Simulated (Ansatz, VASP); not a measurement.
# One calculation of ZnCu3, two programs

Contents of INCAR:

```
  PREC = Accurate
  ENCUT = 520
  EDIFF = 1E-7
  ISMEAR = -1
  SIGMA = 0.1
  LREAL = F
  LASPH = T
  NELM = 60
  ALGO = Normal
  ISIF = 2
  LWAVE = F
  LCHARG = F
  LDIPOL = T
  IDIPOL = 3
  DIPOL = 0.5 0.5 0.500
  GGA = PE
  NBANDS = 30
```

KPOINTS

```
regular mesh
0
Gamma
  15 15 1
```

POSCAR

```
ZnCu3
1.0
    2.5665139637      0.0000000000      0.0000000000
   -1.2832569818      2.2226662917      0.0000000000
    0.0000000000      0.0000000000     22.2866000000
Cu Zn
3 1
Direct
    0.0000000000      0.0000000000      0.3602342432
    0.6666666667      0.3333333333      0.5468367274
    0.0000000000      0.0000000000      0.6397657690
    0.3333333333      0.6666666667      0.4531632598
```

Input for Ansatz:

```yaml
crystal:
  lattice:
    - [2.5665139637, 0.0, 0.0]
    - [-1.2832569818, 2.2226662917, 0.0]
    - [0.0, 0.0, 22.2866]
  atoms:
    - { symbol: Cu, position: [0.0, 0.0, 0.3602342432] }
    - { symbol: Zn, position: [0.3333333333, 0.6666666667, 0.4531632598] }
    - { symbol: Cu, position: [0.6666666667, 0.3333333333, 0.5468367274] }
    - { symbol: Cu, position: [0.0, 0.0, 0.639765769] }
kpoints:
  mp_grid: { grid: [15, 15, 1] }
scf:
  occupations: { method: fermi_dirac, width: 0.1 }
hamiltonian:
  xc: pbe
  pseudopotentials: { kind: all_electron, lapw: { basis_error: 0.001 } }
output:
  forces: true
  stress: true
  eigenvalues: true
efield:
  axis: 3
  amplitude: 0
  dipole_correction: true
```

Alike in both runs: task single point; functional PBE; k mesh 15 × 15 × 1; occupations fermi-dirac, width 0.1 eV; no spin polarisation.

|  | VASP | Ansatz |
| --- | --- | --- |
| version | VASP 6.6.1 | Ansatz 0.2.0 |
| potentials or method | VASP PAW PBE potentials, release 64 (Cu, Zn), cutoff 520 eV | all-electron LAPW, scalar-relativistic |

Ansatz gave:

```
rms of the force components (eV/Å) : 0.136
```

Task: Estimate VASP's values.

Result: rms of the force components (eV/Å): 0.146.

Ansatz ran all-electron here, and VASP with PAW potentials.
